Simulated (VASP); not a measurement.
# LiCl (Fm-3m) in VASP: notebook

The runs below take LiCl through single point, with r2SCAN.

Everything below comes from runs of VASP 6.6.1. Logs are shortened: lines on timing, memory, paths and dates and some standing lists are left out, and cuts for length are marked.

**1. The cell of the first run**

The structure is cubic, space group Fm-3m (No. 225). The conventional cell has a = 5.008 Å, b = 5.008 Å, c = 5.008 Å, α = 90.00°, β = 90.00°, γ = 90.00°. Within 3.3 Å of Li (site symmetry m-3m) lie 6 Cl at 2.50 Å. Within 3.3 Å of Cl (site symmetry m-3m) lie 6 Li at 2.50 Å.

**2. Single point, r2SCAN (volume scaled by 0.94)**

Input file POSCAR:

```
LiCl
1.0
    0.0000000000      2.5040204952      2.5040204952
    2.5040204952      0.0000000000      2.5040204952
    2.5040204952      2.5040204952      0.0000000000
Li Cl
1 1
Direct
    0.0000000000      0.0000000000      0.0000000000
    0.5000000000      0.5000000000      0.5000000000
```

Input file INCAR.step1:

```
ALGO     = Normal         # electronic algorithm
EDIFF    = 1E-4           # SCF threshold, eV
ENCUT    = 520            # plane-wave cutoff, eV
GGA      = PE             # functional
ISMEAR   = 0              # smearing method
LASPH    = True           # aspherical terms in the spheres
LCHARG   = False          # write CHGCAR
LREAL    = False          # projectors in reciprocal space
LWAVE    = True           # write WAVECAR
NBANDS   = 12             # bands
NELM     = 60             # most SCF steps
PREC     = Accurate       # precision mode
SIGMA    = 0.02           # smearing width, eV
```

Input file INCAR.step2:

```
ALGO     = Normal         # electronic algorithm
EDIFF    = 1E-6           # SCF threshold, eV
ENCUT    = 520            # plane-wave cutoff, eV
ISIF     = 2              # what is computed and relaxed
ISMEAR   = 0              # smearing method
ISTART   = 1            
LASPH    = True           # aspherical terms in the spheres
LCHARG   = False          # write CHGCAR
LMIXTAU  = True         
LREAL    = False          # projectors in reciprocal space
LWAVE    = False          # write WAVECAR
METAGGA  = R2SCAN         # meta-GGA
NBANDS   = 12             # bands
NELM     = 60             # most SCF steps
PREC     = Accurate       # precision mode
SIGMA    = 0.02           # smearing width, eV
```

Input file KPOINTS:

```
k-points
0
Gamma
  8 8 8
```

Potentials or basis: VASP PAW PBE potentials, release 64 (Li_sv, Cl).

Run with:

```bash
cat potpaw_PBE.64/Li_sv/POTCAR potpaw_PBE.64/Cl/POTCAR > POTCAR
cp INCAR.step1 INCAR
mpirun -np 1 vasp_std > vasp.out
cp INCAR.step2 INCAR
mpirun -np 1 vasp_std > vasp.out
```

OUTCAR:

```text
EDIFF = 1E-6
   ENCUT = 520
   ISIF = 2
   ISMEAR = 0
   ISTART = 1
   LASPH = True
   LREAL = False
   METAGGA = R2SCAN
   NELM = 60
   PREC = Accurate

 ion  position               nearest neighbor table
   1  0.000  0.000  0.000-   2 2.50   2 2.50   2 2.50   2 2.50   2 2.50   2 2.50
   2  0.500  0.500  0.500-   1 2.50   1 2.50   1 2.50   1 2.50   1 2.50   1 2.50

  LATTYP: Found a face centered cubic cell.
 ALAT       =     5.0080409904

  Lattice vectors:

 A1 = (   0.0000000000,   2.5040204952,   2.5040204952)
 A2 = (   2.5040204952,   0.0000000000,   2.5040204952)
 A3 = (   2.5040204952,   2.5040204952,   0.0000000000)

Analysis of symmetry for initial positions (statically):
=====================================================================
 Subroutine PRICEL returns:
 Original cell was already a primitive cell.

 Routine SETGRP: Setting up the symmetry group for a
 face centered cubic supercell.

 Subroutine GETGRP returns: Found 48 space group operations
 (whereof 48 operations were pure point group operations)
 out of a pool of 48 trial point group operations.

The static configuration has the point symmetry O_h .

Analysis of symmetry for dynamics (positions and initial velocities):
=====================================================================
 Subroutine PRICEL returns:
 Original cell was already a primitive cell.

 Routine SETGRP: Setting up the symmetry group for a
 face centered cubic supercell.

 Subroutine GETGRP returns: Found 48 space group operations
 (whereof 48 operations were pure point group operations)
 out of a pool of 48 trial point group operations.

The dynamic configuration has the point symmetry O_h .

 Subroutine INISYM returns: Found 48 space group operations
 (whereof 48 operations are pure point group operations),
 and found     1 'primitive' translations

----------------------------------------------------------------------------------------

                                     Primitive cell

  volume of cell :      31.4010

  direct lattice vectors                    reciprocal lattice vectors
     0.000000000  2.504020495  2.504020495    -0.199678877  0.199678877  0.199678877
     2.504020495  0.000000000  2.504020495     0.199678877 -0.199678877  0.199678877
     2.504020495  2.504020495  0.000000000     0.199678877  0.199678877 -0.199678877

  length of vectors
     3.541219745  3.541219745  3.541219745     0.345853960  0.345853960  0.345853960

  position of ions in fractional coordinates (direct lattice)
     0.000000000  0.000000000  0.000000000
     0.500000000  0.500000000  0.500000000

  ion indices of the primitive-cell ions
   primitive index   ion index
                 1           1
                 2           2

----------------------------------------------------------------------------------------

 KPOINTS: k-points

Automatic generation of k-mesh.
 Grid dimensions read from file:
 generate k-points for:    8    8    8

 Generating k-lattice:

  Cartesian coordinates                     Fractional coordinates (reciprocal lattice)
    -0.024959860  0.024959860  0.024959860     0.125000000  0.000000000  0.000000000
     0.024959860 -0.024959860  0.024959860     0.000000000  0.125000000  0.000000000
     0.024959860  0.024959860 -0.024959860     0.000000000  0.000000000  0.125000000

  Length of vectors
     0.043231745  0.043231745  0.043231745

  Shift w.r.t. Gamma in fractional coordinates (k-lattice)
     0.000000000  0.000000000  0.000000000

 Subroutine IBZKPT returns following result:
 ===========================================

 Found     29 irreducible k-points:

 Following reciprocal coordinates:
            Coordinates               Weight
  0.000000  0.000000  0.000000      1.000000
  0.125000  0.000000  0.000000      8.000000
  0.250000  0.000000  0.000000      8.000000
  0.375000  0.000000  0.000000      8.000000
  0.500000  0.000000  0.000000      4.000000
  0.125000  0.125000  0.000000      6.000000
[... 16 lines left out ...]
  0.500000  0.250000  0.125000     48.000000
 -0.375000  0.250000  0.125000     24.000000
 [... further k-points ...]
   k-points           NKPTS =     29   k-points in BZ     NKDIM =     29   number of bands    NBANDS=     12
   number of dos      NEDOS =    301   number of ions     NIONS =      2
   total plane-waves  NPLWV =  21952
   dimension x,y,z NGX =    28 NGY =   28 NGZ =   28
   dimension x,y,z NGXF=    56 NGYF=   56 NGZF=   56
   ions per type =               1   1
   NGX,Y,Z   is equivalent  to a cutoff of  13.14, 13.14, 13.14 a.u.
   NGXF,Y,Z  is equivalent  to a cutoff of  26.29, 26.29, 26.29 a.u.
 SYSTEM =  unknown system
   PREC   = accura    normal or accurate (medium, high low for compatibility)
   ISTART =      1    job   : 0-new  1-cont  2-samecut
   ICHARG =      0    charge: 1-file 2-atom 10-const
   ISPIN  =      1    spin polarized calculation?
   LNONCOLLINEAR =      F non collinear calculations
   LSORBIT =      F    spin-orbit coupling
   LASPH  =      T    aspherical Exc in radial PAW
   ENCUT  =  520.0 eV  38.22 Ry    6.18 a.u.   6.58  6.58  6.58*2*pi/ulx,y,z
   NELM   =     60;   NELMIN=  2; NELMDL=  0     # of ELM steps
   EDIFF  = 0.1E-05   stopping-criterion for ELM
   LREAL  =      F    real-space projection
   EDIFFG = 0.1E-04   stopping-criterion for IOM
   NSW    =      0    number of steps for IOM
   IBRION =     -1    ionic relax: 0-MD 1-quasi-New 2-CG
   NFREE  =      0    steps in history (QN), initial steepest desc. (CG)
   ISIF   =      2    stress and relaxation
   ISYM   =      2    0-nonsym 1-usesym 2-fastsym
   POTIM  = 0.5000    time-step for ionic-motion
   TEBEG  =    0.0;   TEEND  =   0.0 temperature during run
   PSTRESS=    0.0 pullay stress
   NELECT =      10.0000    total number of electrons
   NUPDOWN=      -1.0000    fix difference up-down
   EMIN   =  10.00;   EMAX   =-10.00  energy-range for DOS
   EFERMI =   0.00;   METHOD = LEGACY
   ISMEAR =     0;   SIGMA  =   0.02  broadening in eV -4-tet -1-fermi 0-gaus
   EFERMI_NEDOS =   21; number of points for ismear=-14 and -15
   IALGO  =     38    algorithm
   IMIX   =      4    mixing-type and parameters
     AMIX     =   0.40;   BMIX     =  1.00
     AMIX_MAG =   1.60;   BMIX_MAG =  1.00
  volume/ion in A,a.u.               =      15.70       105.95
  Fermi-wavevector in a.u.,A,eV,Ry     =   1.117962  2.112641 17.005085  1.249839
  Thomas-Fermi vector in A             =   2.254589
   LORBIT       =      0    0 simple, 1 ext, 2 COOP (PROOUT), +10 PAW based schemes
   METAGGA = R2SCAN    functional components
   LHFCALC =     F    Hartree Fock is set to
   AEXX    =    0.0000 exact exchange contribution
   IVDW    =     0    specifies the selected vdW correction
   LEPSILON=     F    determine dielectric tensor
   LRPA    =     F    only Hartree local field effects (RPA)
 non-spin polarized calculation
 Gauss-broadening in eV      SIGMA  =   0.02
  energy-cutoff  :      520.00
  volume of cell :       31.40
 maximum number of plane-waves:       877
 NGX is ok and might be reduce to    28
   NGX = 13   NGY = 13   NGZ = 13

 number of electron       9.9999992 magnetization

 Free energy of the ion-electron system (eV)
  ---------------------------------------------------
  ext. energy  EPLUGINS =         0.00000000
  ---------------------------------------------------
  free energy    TOTEN  =       -12.57847950 eV

  energy without entropy =      -12.57847950  energy(sigma->0) =      -12.57847950

 E-fermi :   0.9607     XC(G=0):  -9.4984

 val. band max:        0.7598335534   @ k =   0.0000   0.0000   0.0000
 cond. band min:       8.3799866501   @ k =   0.5000   0.0000   0.0000
 fundamental gap:      7.6201530968
 Fermi energy:         0.9607379512

 k-point     1 :       0.0000    0.0000    0.0000
  band No.  band energies     occupation
      1     -43.9677      2.00000
      2     -13.4966      2.00000
      3       0.7598      2.00000
      4       0.7598      2.00000
      5       0.7598      2.00000
      6       8.5508      0.00000
      7      13.4703      0.00000
      8      13.4703      0.00000
      9      13.4703      0.00000
     10      16.3251      0.00000
     11      16.3251      0.00000
     12      17.0936      0.00000

 k-point     2 :       0.1250    0.0000    0.0000
  band No.  band energies     occupation
      1     -43.9671      2.00000
      2     -13.4069      2.00000
      3       0.1879      2.00000
      4       0.7102      2.00000
      5       0.7102      2.00000
      6       8.9929      0.00000
      7      12.7777      0.00000
      8      13.4862      0.00000
      9      13.4864      0.00000
     10      14.9174      0.00000
     11      14.9176      0.00000
     12      17.5298      0.00000

 k-point     3 :       0.2500    0.0000    0.0000
  band No.  band energies     occupation
      1     -43.9657      2.00000
      2     -13.1768      2.00000
      3      -0.9846      2.00000
      4       0.5970      2.00000
      5       0.5970      2.00000
      6       9.1467      0.00000
      7      12.3850      0.00000
      8      12.3854      0.00000
      9      13.0115      0.00000
     10      15.7120      0.00000
     11      15.7120      0.00000
     12      18.1423      0.00000
[... 286 lines left out ...]
 k-point    23 :       0.5000    0.2500    0.1250
  band No.  band energies     occupation
      1     -43.9636      2.00000
      2     -12.7662      2.00000
      3      -1.8276      2.00000
      4      -0.6267      2.00000
      5       0.1875      2.00000
      6      10.1835      0.00000
      7      11.0921      0.00000
      8      12.1423      0.00000
      9      13.5236      0.00000
     10      16.5590      0.00000
     11      19.7598      0.00000
     12      20.3506      0.00000

 k-point    24 :      -0.3750    0.2500    0.1250
  band No.  band energies     occupation
      1     -43.9631      2.00000
      2     -12.6693      2.00000
      3      -2.1006      2.00000
      4      -0.7324      2.00000
      5       0.0869      2.00000
      6       9.9414      0.00000
      7      11.0444      0.00000
      8      12.3627      0.00000
      9      14.0054      0.00000
     10      17.6140      0.00000
     11      18.6629      0.00000
     12      20.4525      0.00000

 [... further k-points ...]
[... 5 lines left out ...]
  --------------------------------------------------------------------------------------
  -------------------------------------------------------------------------------------
  Total        0.3848357      0.3848357      0.3848357      0.0000000      0.0000000      0.0000000
  in kB       19.6355160     19.6355160     19.6355160      0.0000000      0.0000000      0.0000000
  external PRESSURE =      19.6355160 kB  Pullay stress =       0.0000000 kB

 VOLUME and BASIS-vectors are now :
 -----------------------------------------------------------------------------
  energy-cutoff  :      520.00
  volume of cell :       31.40
      direct lattice vectors                 reciprocal lattice vectors
     0.000000000  2.504020495  2.504020495    -0.199678877  0.199678877  0.199678877
     2.504020495  0.000000000  2.504020495     0.199678877 -0.199678877  0.199678877
     2.504020495  2.504020495  0.000000000     0.199678877  0.199678877 -0.199678877

 POSITION                                       TOTAL-FORCE (eV/Angst)
 -----------------------------------------------------------------------------------
      0.00000      0.00000      0.00000        -0.000000      0.000000     -0.000000
      2.50402      2.50402      2.50402         0.000000     -0.000000      0.000000
 -----------------------------------------------------------------------------------
    total drift:                                0.000000      0.000000      0.000000

  FREE ENERGIE OF THE ION-ELECTRON SYSTEM (eV)
  ---------------------------------------------------
  free  energy   TOTEN  =       -12.5784794956 eV

  energy  without entropy=      -12.5784794956  energy(sigma->0) =      -12.57847950
```

It used 86 s of CPU time on 1 thread of AMD EPYC 7R13 Processor (Zen 3), on a shared host.

Results:

```yaml
Free_energy: -12.5785 eV
Band_gap_on_the_k_mesh: 7.62 eV, indirect (least direct gap 7.79 eV)
```

Caveat: the cutoff is under 1.25 times the usual one of these potentials, so pressure, stress and relaxed cells hold a basis-set (Pulay) error; the PAW data sets were made with another functional, which shifts forces and pressure a little.

**3. Single point, r2SCAN (volume scaled by 0.97)**

Input file POSCAR:

```
LiCl
1.0
    0.0000000000      2.5303805428      2.5303805428
    2.5303805428      0.0000000000      2.5303805428
    2.5303805428      2.5303805428      0.0000000000
Li Cl
1 1
Direct
    0.0000000000      0.0000000000      0.0000000000
    0.5000000000      0.5000000000      0.5000000000
```

Input file INCAR.step1:

```
PREC = Accurate ; ENCUT = 520
ISMEAR = 0 ; SIGMA = 0.02
LREAL = False ; LASPH = True
NELM = 60 ; NBANDS = 12
GGA = PE ; ALGO = Normal
EDIFF = 1E-4 ; LWAVE = True
LCHARG = False
```

Input file INCAR.step2:

```
PREC = Accurate ; ENCUT = 520
EDIFF = 1E-6 ; ISMEAR = 0
SIGMA = 0.02 ; LREAL = False
LASPH = True ; NELM = 60
ALGO = Normal ; ISIF = 2
LWAVE = False ; LCHARG = True
METAGGA = R2SCAN ; LMIXTAU = True
LELF = True ; LVHAR = True
NBANDS = 12 ; ISTART = 1
```

Input file KPOINTS:

```
regular mesh
0
Gamma
  8 8 8
```

Potentials or basis: VASP PAW PBE potentials, release 64 (Li_sv, Cl).

Run with:

```bash
cat potpaw_PBE.64/Li_sv/POTCAR potpaw_PBE.64/Cl/POTCAR > POTCAR
cp INCAR.step1 INCAR
mpirun -np 1 vasp_std > vasp.out
cp INCAR.step2 INCAR
mpirun -np 1 vasp_std > vasp.out
```

It used 67 s of CPU time on 1 thread of AMD EPYC 7R13 Processor (Zen 3), on a shared host.

Results (log left out):

```
Free energy            : -12.5869 eV
Band gap on the k mesh : 7.57 eV, direct
```

Levels at points of the mesh, in eV from the valence-band top:
```
           k point  band 2  band 3  band 4  band 5  band 6  band 7  band 8  band 9
(0.00, 0.00, 0.00)  -14.13    0.00    0.00    0.00    7.57   12.69   12.69   12.69
(0.50, 0.00, 0.00)  -13.49   -3.01   -0.29   -0.29    7.58   10.33   10.33   14.67
(0.50, 0.50, 0.00)  -13.21   -3.13   -1.20   -1.20    8.87    8.88   13.95   15.76
```

Caveat: the cutoff is under 1.25 times the usual one of these potentials, so pressure, stress and relaxed cells hold a basis-set (Pulay) error; the PAW data sets were made with another functional, which shifts forces and pressure a little.
